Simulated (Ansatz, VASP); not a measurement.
Two plane-wave programs on P3Pb

```
P Pb
1.0
     4.29097    0.00000    0.00000
     0.00000    4.29097    0.00000
     0.00000    0.00000    4.29097
P Pb
3 1
Direct
  0.00000 0.50000 0.50000
  0.50000 0.00000 0.50000
  0.50000 0.50000 0.00000
  0.00000 0.00000 0.00000
```

Alike in both runs: functional PBE; k mesh 12 × 12 × 12; occupations gaussian, width 0.1 eV; no spin polarisation.

Ansatz relaxed the structure, and its values are those at the end. VASP's run is a single point on that final structure, the one shown.

```csv
,VASP,Ansatz
version,VASP 6.6.1,Ansatz 0.2.0
potentials or method,"VASP PAW PBE potentials, release 64 (P, Pb_d), cutoff 520 eV","scalar-relativistic, plane waves, PAW"
valence electrons in the cell,29,29
```

|  | VASP | Ansatz | Ansatz less VASP |
| --- | --- | --- | --- |
| gap on the k mesh at the Fermi level (eV) | none | none | - |
| pressure (GPa) | -0.1 | 0.0 | +0.06 |

A gap of «none» marks a metal or a gap that the smearing closes.

Spin-orbit coupling is off throughout.
